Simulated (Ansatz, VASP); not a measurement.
## MgO in VASP and in Ansatz

```xyz
4
Lattice="2.9231 0.0000 0.0000 -1.4615 2.5314 0.0000 0.0000 0.0000 5.0921" Properties=species:S:1:pos:R:3 pbc="T T T"
Mg    0.0000    0.0000    0.0000
Mg    0.0000    0.0000    2.5461
O     0.0000    1.6876    1.2730
O     1.4615    0.8438    3.8191
```

Alike in both runs: task single point; functional PBEsol; k mesh 9 × 9 × 4; no spin polarisation.

|  | VASP | Ansatz |
| --- | --- | --- |
| version | VASP 6.6.1 | Ansatz 0.2.0 |
| potentials or method | VASP PAW PBE potentials, release 64 (Mg, O) | plane waves |
| plane-wave cutoff (eV) | 600 | 420 |
| occupations | gaussian, width 0.01 eV | fixed |
| valence electrons in the cell | 16 | 32 |

Ansatz gave:

```
gap on the k mesh at the Fermi level (eV)                     : 4.36
pressure (GPa)                                                : 1.3
traceless stress, the component that is largest in VASP (GPa) : 0.71
```

Question: Estimate VASP's values.

Answer: gap on the k mesh at the Fermi level (eV): 4.36; pressure (GPa): 0.6; traceless stress, the component that is largest in VASP (GPa): 0.74.

VASP's potentials were made for PBE, not for PBEsol. VASP's potentials hold 16 valence electrons a cell and Ansatz's 32, so a difference there can come from the potentials and not from the codes.
